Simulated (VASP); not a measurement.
Wanted: the native input for a VASP 6.6.1 run.

```yaml
Task: single point
Functional: PBE
Potentials_or_basis: VASP PAW PBE potentials, release 64 (N, Ga_d, P)
Cutoff: 520 eV
k_mesh: 8 × 4 × 6
Occupations: fermi-dirac, width 0.02 eV
Spin: no spin polarisation
Dipole_correction: no
Further_INCAR_settings: ALGO = Normal; EDIFF = 1e-06; NBANDS = 46
```

The structure of Ga4P3N lies in POSCAR:

```
Ga4P3N
1.0
    3.6941549492      0.0000000000      0.0000000000
    0.0000000000      7.4309713026      0.0000000000
    0.0000000000      0.0000000000      5.1643422106
N Ga P
1 4 3
Direct
    0.0000000000      0.0000000000      0.0052907708
    0.5000000000      0.0000000000      0.8061830634
    0.0000000000      0.7819314296      0.2281592268
    0.5000000000      0.5000000000      0.7294255949
    0.0000000000      0.2180685704      0.2281592268
    0.5000000000      0.7669783591      0.5012571981
    0.0000000000      0.5000000000      0.0002677209
    0.5000000000      0.2330216409      0.5012571981
```

The input as run:

INCAR

```
SYSTEM = Ga4P3N
ALGO = Normal ; EDIFF = 1E-6
ENCUT = 520 ; GGA = PE
ISIF = 2 ; ISMEAR = -1
LASPH = .True. ; LCHARG = .False.
LREAL = .False. ; LWAVE = .False.
NBANDS = 46 ; NELM = 100
PREC = Accurate ; SIGMA = 0.02
```

KPOINTS

```
k-points
0
Gamma
  8 4 6
  0 0 0
```

Potentials or basis: VASP PAW PBE potentials, release 64 (N, Ga_d, P).

The run is started by

```console
$ cat potpaw_PBE.64/N/POTCAR potpaw_PBE.64/Ga_d/POTCAR potpaw_PBE.64/P/POTCAR > POTCAR
$ mpirun -np 1 vasp_std > vasp.out
```

Results of the run:

| Quantity | Value |
| --- | --- |
| Pressure | 3.0 GPa |
| Largest force | 0.094 eV/Å |
| Band gap on the k mesh | zero (bands 36 and 37 overlap by 0.01 eV) |

Caveat: semilocal functionals underestimate gaps, and a narrow one can read as zero.

Run time: 5.6 min on 1 thread of Intel(R) Xeon(R) Platinum 8259CL CPU @ 2.50GHz (Skylake/Cascade Lake) (shared host), peak memory 0.45 GiB.
